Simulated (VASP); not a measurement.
A run of VASP 6.6.1 is set up as follows.

File POSCAR:

```
BaS
1.0
    0.0000000000      3.2117958739      3.2117958739
    3.1009889163      0.0000000000      3.2117958739
    3.1009889163      3.2117958739      0.0000000000
Ba S
1 1
Direct
    0.0000000000      0.0000000000      0.0000000000
    0.5000000000      0.5000000000      0.5000000000
```

File INCAR.step1:

```
SYSTEM = BaS
ALGO = Normal
EDIFF = 1E-4
ENCUT = 520
GGA = PE
ISMEAR = 0
LASPH = .TRUE.
LCHARG = .FALSE.
LREAL = .FALSE.
LWAVE = .TRUE.
NBANDS = 15
NELM = 100
PREC = Accurate
SIGMA = 0.01
```

The input INCAR.step2:

```
SYSTEM = BaS
ALGO = Normal
EDIFF = 1E-6
ENCUT = 520
ISIF = 2
ISMEAR = 0
ISTART = 1
LASPH = .TRUE.
LCHARG = .FALSE.
LMIXTAU = .TRUE.
LREAL = .FALSE.
LWAVE = .FALSE.
METAGGA = R2SCAN
NBANDS = 15
NELM = 100
PREC = Accurate
SIGMA = 0.01
```

Contents of KPOINTS:

```
k-points
0
G
  8 8 8
  0 0 0
```

Potentials or basis: VASP PAW PBE potentials, release 64 (Ba_sv, S).

Run with:

```bash
$ cat potpaw_PBE.64/Ba_sv/POTCAR potpaw_PBE.64/S/POTCAR > POTCAR
$ cp INCAR.step1 INCAR
$ mpirun -np 1 vasp_std > vasp.out
$ cp INCAR.step2 INCAR
$ mpirun -np 1 vasp_std > vasp.out
```

(1) What does it give for the band gap on the k mesh?

(2) Predict the pressure.

Results:

(1) 2.31 eV, indirect (least direct gap 2.46 eV).

(2) 2.5 GPa.

Caveat: the cell differs from its parent crystal (uniaxial x strain -3.5%); the PAW data sets were made with another functional, which shifts forces and pressure a little; spin-orbit coupling is left out, which moves the levels of the heavy elements.
